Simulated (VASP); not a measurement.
Runs of VASP 6.6.1 on Ge. The structure is that of space group I4_1/amd (No. 141), or close to it. The cells are those of the table. 

```csv
cell,gap on the mesh (eV),pressure (GPa)
"a = 4.154, b = 4.154, c = 5.680 Å, 4 atoms",none,-1.4
"a = 4.012, b = 4.012, c = 6.105 Å, 4 atoms",none,-1.5
"a = 3.828, b = 3.828, c = 6.011 Å, 4 atoms",none,(a)
"a = 3.828, b = 3.828, c = 5.967 Å, 4 atoms",none,(b)
"a = 4.021, b = 4.021, c = 6.105 Å, 4 atoms",none,-1.7
```

Alike in all rows: task single point; level PBE; potentials or basis VASP PAW PBE potentials, release 64 (Ge_d); no spin polarisation; k mesh 14 × 14 × 10; cutoff (eV) 520; smearing gaussian 0.1 eV.

Problem. Fill in the values left out.

Solution. (a) 5.8; (b) 6.4.

Caveats: semilocal functionals underestimate gaps, so a narrow gap can read as zero; the cell stands under pressure (at least some runs).

A k mesh can miss the band edges, and the runs leave out spin-orbit coupling on Ge.

A gap of «none» marks levels without a gap at the run's occupations.
